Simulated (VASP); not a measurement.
I: single point with PBE

I:

```
I
1.0
    -1.70661    1.70661    1.70661
     1.70661   -1.70661    1.70661
     1.70661    1.70661   -1.70661
I
1
Direct
  0.00000 0.00000 0.00000
```

This cell differs from its parent crystal: volume scaled by 0.55.

| Property | Result |
| --- | --- |
| Program | VASP 6.6.1 |
| Task | single point |
| Functional | PBE |
| Potentials or basis | VASP PAW PBE potentials, release 64 (I) |
| Cutoff | 520 eV |
| k mesh | 13 × 13 × 13 |
| Occupations | fermi-dirac, width 0.1 eV |
| Spin | no spin polarisation |
| Dipole correction | no |
| Further INCAR settings | ALGO = Normal; EDIFF = 1e-07; NBANDS = 10 |

- Pressure: 63.0 GPa

Levels at points of the mesh, in eV from the Fermi level:
```tsv
k point	band 2	band 3	band 4	band 5	band 6	band 7
(0.00, 0.00, 0.00)	2.71	2.71	2.71	9.74	9.74	9.74
```

Wall time 8.5 s on 1 thread of AMD EPYC 9R45 96-Core Processor (Zen 5), with other jobs on the host, peak memory 0.12 GiB.

Caveat: spin-orbit coupling is left out, which moves the levels of the heavy elements; an odd number of electrons without spin polarisation forces a metal; a magnetic or distorted state may lie lower.
